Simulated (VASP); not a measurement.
# Sc (Pm-3n) in VASP: single point with PBEsol

Aim: the single point of Sc with PBEsol.

Program: VASP 6.6.1. These are calculated values, not measurements. Logs are shortened: lines on timing, memory, paths and dates and some standing lists are left out, and cuts for length are marked.

## (1) The cell of the first run

Symmetry: Pm-3n, No. 223, cubic system. Conventional cell: a = 5.875 Å, b = 5.875 Å, c = 5.875 Å, α = 90.00°, β = 90.00°, γ = 90.00°. Within 4.3 Å of Sc (site symmetry m-3) lie 12 Sc at 3.28 Å. Within 3.9 Å of Sc (site symmetry -4m2) lie 14 Sc at 2.94 to 3.60 Å.

## (2) Single point, PBEsol

INCAR

```
PREC     = Accurate       # precision mode
ENCUT    = 520            # plane-wave cutoff, eV
EDIFF    = 1E-6           # SCF threshold, eV
ISMEAR   = 0              # smearing method
SIGMA    = 0.1            # smearing width, eV
LREAL    = False          # projectors in reciprocal space
LASPH    = True           # aspherical terms in the spheres
NELM     = 60             # most SCF steps
ALGO     = Fast           # electronic algorithm
ISIF     = 2              # what is computed and relaxed
LWAVE    = False          # write WAVECAR
LCHARG   = True           # write CHGCAR
GGA      = PS             # functional
LELF     = True           # ELF
LVHAR    = True         
NBANDS   = 54             # bands
```

KPOINTS

```
Automatic mesh
0
Gamma
  4 4 4
```

POSCAR

```
Sc
1.0
    5.8751878082      0.0000000000      0.0000000000
    0.0000000000      5.8751878082      0.0000000000
    0.0000000000      0.0000000000      5.8751878082
Sc
8
Direct
    0.5000000000      0.5000000000      0.5000000000
    0.0000000000      0.0000000000      0.0000000000
    0.2500000000      0.0000000000      0.5000000000
    0.5000000000      0.2500000000      0.0000000000
    0.5000000000      0.7500000000      0.0000000000
    0.7500000000      0.0000000000      0.5000000000
    0.0000000000      0.5000000000      0.7500000000
    0.0000000000      0.5000000000      0.2500000000
```

Potentials or basis: VASP PAW PBE potentials, release 64 (Sc_sv).

Started as:

```
$ cat potpaw_PBE.64/Sc_sv/POTCAR > POTCAR
$ mpirun -np 1 vasp_std > vasp.out
```

OUTCAR:

```text
PREC = Accurate
   ENCUT = 520
   EDIFF = 1E-6
   ISMEAR = 0
   LREAL = False
   LASPH = True
   NELM = 60
   ISIF = 2
   GGA = PS

 ion  position               nearest neighbor table
   1  0.500  0.500  0.500-   3 3.28   4 3.28   5 3.28   6 3.28   7 3.28   8 3.28   4 3.28   5 3.28
                             3 3.28   6 3.28   7 3.28   8 3.28
   2  0.000  0.000  0.000-   3 3.28   4 3.28   5 3.28   6 3.28   7 3.28   8 3.28   3 3.28   6 3.28
                             7 3.28   8 3.28   4 3.28   5 3.28
   3  0.250  0.000  0.500-   6 2.94   6 2.94   1 3.28   2 3.28   1 3.28   2 3.28
   4  0.500  0.250  0.000-   5 2.94   5 2.94   1 3.28   1 3.28   2 3.28   2 3.28
   5  0.500  0.750  0.000-   4 2.94   4 2.94   1 3.28   1 3.28   2 3.28   2 3.28
   6  0.750  0.000  0.500-   3 2.94   3 2.94   1 3.28   2 3.28   1 3.28   2 3.28
   7  0.000  0.500  0.750-   8 2.94   8 2.94   1 3.28   2 3.28   2 3.28   1 3.28
   8  0.000  0.500  0.250-   7 2.94   7 2.94   1 3.28   2 3.28   2 3.28   1 3.28

  LATTYP: Found a simple cubic cell.
 ALAT       =     5.8751878082

  Lattice vectors:

 A1 = (   5.8751878082,   0.0000000000,   0.0000000000)
 A2 = (   0.0000000000,   5.8751878082,   0.0000000000)
 A3 = (   0.0000000000,   0.0000000000,   5.8751878082)

Analysis of symmetry for initial positions (statically):
=====================================================================
 Subroutine PRICEL returns:
 Original cell was already a primitive cell.

 Routine SETGRP: Setting up the symmetry group for a
 simple cubic supercell.

 Subroutine GETGRP returns: Found 48 space group operations
 (whereof 24 operations were pure point group operations)
 out of a pool of 48 trial point group operations.

The static configuration has the point symmetry T_h .
 The point group associated with its full space group is O_h .

Analysis of symmetry for dynamics (positions and initial velocities):
=====================================================================
 Subroutine PRICEL returns:
 Original cell was already a primitive cell.

 Routine SETGRP: Setting up the symmetry group for a
 simple cubic supercell.

 Subroutine GETGRP returns: Found 48 space group operations
 (whereof 24 operations were pure point group operations)
 out of a pool of 48 trial point group operations.

The dynamic configuration has the point symmetry T_h .
 The point group associated with its full space group is O_h .
[... 93 lines left out ...]
   LASPH  =      T    aspherical Exc in radial PAW
   ENCUT  =  520.0 eV  38.22 Ry    6.18 a.u.  10.92 10.92 10.92*2*pi/ulx,y,z
   NELM   =     60;   NELMIN=  2; NELMDL= -5     # of ELM steps
   EDIFF  = 0.1E-05   stopping-criterion for ELM
   LREAL  =      F    real-space projection
[... 7 lines left out ...]
   TEBEG  =    0.0;   TEEND  =   0.0 temperature during run
   PSTRESS=    0.0 pullay stress
   NELECT =      88.0000    total number of electrons
   NUPDOWN=      -1.0000    fix difference up-down
   EMIN   =  10.00;   EMAX   =-10.00  energy-range for DOS
   EFERMI =   0.00;   METHOD = LEGACY
   ISMEAR =     0;   SIGMA  =   0.10  broadening in eV -4-tet -1-fermi 0-gaus
   EFERMI_NEDOS =   21; number of points for ismear=-14 and -15
   IALGO  =     68    algorithm
   IMIX   =      4    mixing-type and parameters
     AMIX     =   0.40;   BMIX     =  1.00
     AMIX_MAG =   1.60;   BMIX_MAG =  1.00
  volume/ion in A,a.u.               =      25.35       171.07
  Fermi-wavevector in a.u.,A,eV,Ry     =   1.239407  2.342140 20.900316  1.536130
  Thomas-Fermi vector in A             =   2.373892
   LORBIT       =      0    0 simple, 1 ext, 2 COOP (PROOUT), +10 PAW based schemes
   GGA     = PS    functional components
   LHFCALC =     F    Hartree Fock is set to
   AEXX    =    0.0000 exact exchange contribution
   IVDW    =     0    specifies the selected vdW correction
   LEPSILON=     F    determine dielectric tensor
   LRPA    =     F    only Hartree local field effects (RPA)
 non-spin polarized calculation
 RMM-DIIS sequential band-by-band and
 Gauss-broadening in eV      SIGMA  =   0.10
  energy-cutoff  :      520.00
  volume of cell :      202.80
 maximum number of plane-waves:      5520
 NGX is ok and might be reduce to    48
   NGX = 21   NGY = 21   NGZ = 21

 number of electron      87.9999972 magnetization

 Free energy of the ion-electron system (eV)
  ---------------------------------------------------
  ext. energy  EPLUGINS =         0.00000000
  ---------------------------------------------------
  free energy    TOTEN  =       -50.86523562 eV

  energy without entropy =      -50.73825851  energy(sigma->0) =      -50.80174707

 E-fermi :   3.5173     XC(G=0):  -9.8701

 val. band max:        3.5066880526   @ k =   0.5000   0.2500   0.0000
 cond. band min:       3.5214360322   @ k =   0.5000   0.5000   0.2500
 fundamental gap:      0.0147479796
 Fermi energy:         3.5172586797

 k-point     1 :       0.0000    0.0000    0.0000
  band No.  band energies     occupation
      1     -45.8997      2.00000
      2     -45.8769      2.00000
      3     -45.8769      2.00000
      4     -45.8139      2.00000
      5     -45.8139      2.00000
      6     -45.8139      2.00000
[... 559 lines left out ...]
     53       4.1762      0.00000
     54       4.1762      0.00000

------------------------ aborting loop because EDIFF is reached ----------------------------------------

  FORCE on cell =-STRESS in cart. coord.  units (eV):
  Direction    XX          YY          ZZ          XY          YZ          ZX
  --------------------------------------------------------------------------------------
  -------------------------------------------------------------------------------------
  Total       -2.2458854     -2.2458854     -2.2458854     -0.0000000     -0.0000000     -0.0000000
  in kB      -17.7432397    -17.7432397    -17.7432397     -0.0000000     -0.0000000     -0.0000000
  external PRESSURE =     -17.7432397 kB  Pullay stress =       0.0000000 kB

 VOLUME and BASIS-vectors are now :
 -----------------------------------------------------------------------------
  energy-cutoff  :      520.00
  volume of cell :      202.80
      direct lattice vectors                 reciprocal lattice vectors
     5.875187808  0.000000000  0.000000000     0.170207325  0.000000000  0.000000000
     0.000000000  5.875187808  0.000000000     0.000000000  0.170207325  0.000000000
     0.000000000  0.000000000  5.875187808     0.000000000  0.000000000  0.170207325

 POSITION                                       TOTAL-FORCE (eV/Angst)
 -----------------------------------------------------------------------------------
      2.93759      2.93759      2.93759        -0.000000      0.000000      0.000000
      0.00000      0.00000      0.00000        -0.000000      0.000000      0.000000
      1.46880      0.00000      2.93759         0.000000      0.000000     -0.000000
      2.93759      1.46880      0.00000         0.000000     -0.000000     -0.000000
      2.93759      4.40639      0.00000        -0.000000      0.000000      0.000000
      4.40639      0.00000      2.93759        -0.000000     -0.000000      0.000000
      0.00000      2.93759      4.40639        -0.000000      0.000000      0.000000
      0.00000      2.93759      1.46880        -0.000000     -0.000000     -0.000000
 -----------------------------------------------------------------------------------
    total drift:                                0.000000     -0.000000      0.000000

  FREE ENERGIE OF THE ION-ELECTRON SYSTEM (eV)
  ---------------------------------------------------
  free  energy   TOTEN  =       -50.8652356209 eV

  energy  without entropy=      -50.7382585100  energy(sigma->0) =      -50.80174707
```

OSZICAR:

```text
N       E                     dE             d eps       ncg     rms          rms(c)
DAV:   1     0.195745792800E+04    0.19575E+04   -0.38026E+04  1088   0.172E+03
DAV:   2     0.980554197407E+02   -0.18594E+04   -0.18409E+04  1560   0.816E+02
DAV:   3    -0.481202887226E+02   -0.14618E+03   -0.14260E+03  1760   0.321E+02
DAV:   4    -0.569055666369E+02   -0.87853E+01   -0.81432E+01  1808   0.607E+01
[... 28 lines left out ...]
RMM:  33    -0.508652308430E+02   -0.15631E-05   -0.15057E-05   495   0.317E-03    0.914E-04
RMM:  34    -0.508652324426E+02   -0.15997E-05   -0.15984E-05   473   0.256E-03    0.909E-04
RMM:  35    -0.508652335780E+02   -0.11354E-05   -0.11305E-05   455   0.253E-03    0.979E-04
RMM:  36    -0.508652347611E+02   -0.11831E-05   -0.11822E-05   452   0.212E-03    0.100E-03
RMM:  37    -0.508652356209E+02   -0.85979E-06   -0.86273E-06   433   0.216E-03
   1 F= -.50865236E+02 E0= -.50801747E+02  d E =-.126977E+00
```

It took 3.8 min on 1 thread of Intel Xeon Platinum 8375C at 2.90GHz (Ice Lake), shared host; peak memory 0.35 GiB.

What came out:

```
Free energy            : -50.8652 eV
Pressure               : -1.8 GPa
Band gap on the k mesh : zero (band 44 reaches 3.57 eV, above the bottom of band 45 at 3.20 eV)
```

Levels at points of the mesh, in eV from the Fermi level:
| k point | band 42 | band 43 | band 44 | band 45 | band 46 | band 47 |
| --- | --- | --- | --- | --- | --- | --- |
| (0.00, 0.00, 0.00) | -0.52 | -0.32 | -0.32 | -0.32 | -0.10 | -0.10 |
| (0.50, 0.00, 0.00) | -0.39 | -0.04 | -0.04 | 0.07 | 0.07 | 0.12 |
| (0.50, 0.50, 0.00) | -0.04 | -0.03 | -0.03 | 0.06 | 0.06 | 0.25 |
| (0.50, 0.50, 0.50) | 0.05 | 0.05 | 0.05 | 0.45 | 0.45 | 0.45 |

Caveat: the PAW data sets were made with another functional, which shifts forces and pressure a little.
